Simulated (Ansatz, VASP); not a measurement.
# Two plane-wave programs on TiSe2

INCAR

```
SYSTEM = TiSe2
ALGO = Normal
EDIFF = 1E-6
ENCUT = 500
GGA = PE
GGA_COMPAT = .False.
ISIF = 2
ISMEAR = 0
LASPH = .True.
LCHARG = .False.
LREAL = .False.
LWAVE = .False.
NBANDS = 19
NELM = 120
PREC = Accurate
SIGMA = 0.05
```

Contents of KPOINTS:

```
k-points
0
Gamma
  18 18 8
  0 0 0
```

Contents of POSCAR:

```
TiSe2
1.0
    3.5360000000      0.0000000000      0.0000000000
   -1.7680000000      3.0622658300      0.0000000000
    0.0000000000      0.0000000000      6.0040000000
Ti Se
1 2
Direct
    0.0000000000      0.0000000000      0.0000000000
    0.3333333300      0.6666666700      0.2552000000
    0.6666666700      0.3333333300      0.7448000000
```

Input for Ansatz:

```yaml
crystal:
  lattice:
    - [3.536, 0.0, 0.0]
    - [-1.768, 3.06226583, 0.0]
    - [0.0, 0.0, 6.004]
  atoms:
    - { symbol: Ti, position: [0.0, 0.0, 0.0] }
    - { symbol: Se, position: [0.33333333, 0.66666667, 0.2552] }
    - { symbol: Se, position: [0.66666667, 0.33333333, 0.7448] }
basis:
  ecutwfc: 420
kpoints:
  mp_grid: { grid: [18, 18, 8] }
hamiltonian:
  xc: pbe
scf:
  occupations: { method: gaussian, width: 0.05 }
output:
  forces: true
  eigenvalues: true
  eigenstates:
    nscf_kmesh: { grid: [24, 24, 12] }
    top_band: c6
    de_dk: true
    localisation: true
  stress: true
checkpoint:
  write: ck
  compress: false
  write_wavefunctions: false
  write_every: 100000
```

Alike in both runs: task single point; functional PBE; k mesh 18 × 18 × 8; occupations gaussian, width 0.05 eV; no spin polarisation.

|  | VASP | Ansatz |
| --- | --- | --- |
| version | VASP 6.6.1 | Ansatz 0.2.0 |
| potentials or method | VASP PAW PBE potentials, release 64 (Ti_sv, Se), cutoff 500 eV | scalar-relativistic, plane waves, PAW |
| valence electrons in the cell | 24 | 44 |

Ansatz gave:

```
pressure (GPa)                                                : 1.5
traceless stress, the component that is largest in VASP (GPa) : 0.79
rms of the force components (eV/Å)                            : 0.033
```

**Question.** Which values does VASP return?

**Answer.** Pressure (GPa): 1.6; traceless stress, the component that is largest in VASP (GPa): 0.80; rms of the force components (eV/Å): 0.041.

Atom by atom the forces differ by 0.008 eV/Å (rms over components). With one functional, cell and mesh, what is left measures potentials, basis and numerics. VASP's potentials hold 24 valence electrons a cell and Ansatz's 44, so a difference there can come from the potentials and not from the codes.
